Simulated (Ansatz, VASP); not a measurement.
**Two plane-wave programs on Pt**

File POSCAR:

```
Pt
1.0
    0.0000000000      1.9705765473      1.9705765473
    1.9705765473      0.0000000000      1.9705765473
    1.9705765473      1.9705765473      0.0000000000
Pt
1
Direct
    0.0000000000      0.0000000000      0.0000000000
```

INCAR.step1

```
PREC     = Accurate       # precision mode
ENCUT    = 520            # plane-wave cutoff, eV
ISMEAR   = -1             # smearing method
SIGMA    = 1.0            # smearing width, eV
LREAL    = F              # projectors in reciprocal space
LASPH    = T              # aspherical terms in the spheres
NELM     = 80             # most SCF steps
NBANDS   = 11             # bands
GGA      = PE             # functional
ALGO     = Normal         # electronic algorithm
EDIFF    = 1E-4           # SCF threshold, eV
LWAVE    = T              # write WAVECAR
LCHARG   = F              # write CHGCAR
```

File INCAR.step2:

```
PREC     = Accurate       # precision mode
ENCUT    = 520            # plane-wave cutoff, eV
EDIFF    = 1E-6           # SCF threshold, eV
ISMEAR   = -1             # smearing method
SIGMA    = 1.0            # smearing width, eV
LREAL    = F              # projectors in reciprocal space
LASPH    = T              # aspherical terms in the spheres
NELM     = 80             # most SCF steps
ALGO     = Normal         # electronic algorithm
ISIF     = 2              # what is computed and relaxed
LWAVE    = F              # write WAVECAR
LCHARG   = F              # write CHGCAR
METAGGA  = R2SCAN         # meta-GGA
LMIXTAU  = T            
NBANDS   = 11             # bands
ISTART   = 1
```

Contents of KPOINTS:

```
Automatic mesh
0
Gamma
  14 14 14
```

Input for Ansatz:

```yaml
crystal:
  lattice:
    - [0.0, 1.9705765473, 1.9705765473]
    - [1.9705765473, 0.0, 1.9705765473]
    - [1.9705765473, 1.9705765473, 0.0]
  atoms:
    - { symbol: Pt, position: [0.0, 0.0, 0.0] }
hamiltonian:
  xc: r2scan
  pseudopotentials:
    kind: paw
    azcp:
      Pt: "pseudopotentials/Pt.paw.azcp"
basis:
  ecutwfc: 500
  fft_grid_basis: typed
kpoints:
  mp_grid: { grid: [14, 14, 14], shift: [0, 0, 0] }
magnetization:
  spin_polarized: false
scf:
  occupations: { method: fermi_dirac, width: 1.0 }
  lower_state_search: "off"
output:
  stress: true
  write_density: true
  write_potential: true
  elf: true
  volumetric_format: npy
```

Alike in both runs: task single point; functional r2SCAN; k mesh 14 × 14 × 14; occupations fermi-dirac, width 1 eV; no spin polarisation.

|  | VASP | Ansatz |
| --- | --- | --- |
| version | VASP 6.6.1 | Ansatz 0.2.0 |
| potentials or method | VASP PAW PBE potentials, release 64 (Pt), cutoff 520 eV | plane waves (500 eV) with PAW, scalar-relativistic |
| valence electrons in the cell | 10 | 18 |

Ansatz gave:

```
pressure (GPa) : 14.9
```

Problem. Estimate VASP's values.

Solution. Pressure (GPa): 15.7.

VASP's potentials were made for PBE, not for r2SCAN. VASP's potentials hold 10 valence electrons a cell and Ansatz's 18, so a difference there can come from the potentials and not from the codes.

Neither program's run includes spin-orbit coupling.
